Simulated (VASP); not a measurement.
Wanted: the native input for a VASP 6.6.1 run.

```yaml
Task: single point
Functional: r2SCAN
Potentials_or_basis: VASP PAW PBE potentials, release 64 (Cd, O)
Cutoff: 660 eV
k_mesh: 10 × 10 × 10
Occupations: fermi-dirac, width 0.02 eV
Spin: no spin polarisation
Dipole_correction: no
Further_INCAR_settings: ALGO = Normal; EDIFF = 1e-06; NBANDS = 16
```

The system is CdO.

```
Cd O
1.0
     0.00000    2.35300    2.35300
     2.35300    0.00000    2.35300
     2.35300    2.35300    0.00000
Cd O
1 1
Direct
  0.00000 0.00000 0.00000
  0.50000 0.50000 0.50000
```

The input as run:

POSCAR

```
CdO
1.0
    0.0000000000      2.3530040397      2.3530040397
    2.3530040397      0.0000000000      2.3530040397
    2.3530040397      2.3530040397      0.0000000000
Cd O
1 1
Direct
    0.0000000000      0.0000000000      0.0000000000
    0.5000000000      0.5000000000      0.5000000000
```

INCAR.step1

```
SYSTEM = CdO
PREC = Accurate
ENCUT = 660
ISMEAR = -1
SIGMA = 0.02
LREAL = .False.
LASPH = .True.
NELM = 120
NBANDS = 16
GGA = PE
ALGO = Normal
EDIFF = 1E-5
LWAVE = .True.
LCHARG = .False.
GGA_COMPAT = .False.
```

INCAR.step2

```
SYSTEM = CdO
PREC = Accurate
ENCUT = 660
EDIFF = 1E-6
ISMEAR = -1
SIGMA = 0.02
LREAL = .False.
LASPH = .True.
NELM = 120
ALGO = Normal
ISIF = 2
LWAVE = .False.
LCHARG = .False.
METAGGA = R2SCAN
LMIXTAU = .True.
NBANDS = 16
ISTART = 1
GGA_COMPAT = .False.
```

KPOINTS

```
Automatic mesh
0
Gamma
  10 10 10
  0 0 0
```

Potentials or basis: VASP PAW PBE potentials, release 64 (Cd, O).

Run with:

```console
$ cat potpaw_PBE.64/Cd/POTCAR potpaw_PBE.64/O/POTCAR > POTCAR
$ cp INCAR.step1 INCAR
$ mpirun -np 1 vasp_std > vasp.out
$ cp INCAR.step2 INCAR
$ mpirun -np 1 vasp_std > vasp.out
```

It gave:

```json
{
 "Pressure": "1.5 GPa",
 "Band gap on the k mesh": "0.07 eV (least direct gap 1.40 eV)"
}
```

Caveat: the PAW data sets were made with another functional, which shifts forces and pressure a little.

Wall time 42 s on 1 thread of Intel(R) Xeon(R) 6975P-C (Granite Rapids), with other jobs on the host, peak memory 0.18 GiB.
